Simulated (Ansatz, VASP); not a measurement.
**One calculation of MgO, two programs**

```xyz
4
Lattice="3.4515 0.0000 0.0000 -1.7258 3.0193 0.0000 0.0000 0.0000 4.1780" Properties=species:S:1:pos:R:3 pbc="T T T"
Mg    1.7258    1.0064    3.1335
Mg    0.0000    2.0129    1.0445
O     1.7258    1.0064    1.0445
O     0.0000    2.0129    3.1335
```

Change from the starting cell: strain -0.0100 x Voigt [1, 0, 0, 0, 0, 0], atoms carried along.

Alike in both runs: task single point; functional LDA; k mesh 6 × 6 × 6; occupations gaussian, width 0.05 eV; no spin polarisation.

|  | VASP | Ansatz |
| --- | --- | --- |
| version | VASP 6.6.1 | Ansatz 0.2.0 |
| potentials or method | VASP PAW LDA potentials, release 64 (Mg_sv, O), cutoff 840 eV | scalar-relativistic, plane waves, PAW |
| valence electrons in the cell | 32 | 32 |

VASP gave:

| Quantity | Value |
| --- | --- |
| gap on the k mesh at the Fermi level (eV) | 3.39 |
| least direct gap on the mesh (eV) | 3.39 |
| pressure (GPa) | -2.2 |
| traceless stress, the component that is largest in VASP (GPa) | 1.24 |
| rms of the force components (eV/Å) | 0.048 |

Task: Estimate Ansatz's values.

Result: gap on the k mesh at the Fermi level (eV): 3.38; least direct gap on the mesh (eV): 3.38; pressure (GPa): -2.8; traceless stress, the component that is largest in VASP (GPa): 1.22; rms of the force components (eV/Å): 0.047.

LDA's correlation is that of Perdew and Zunger in VASP and of Perdew and Wang (1992) in Ansatz. Atom by atom the forces differ by 0.002 eV/Å (rms over components).
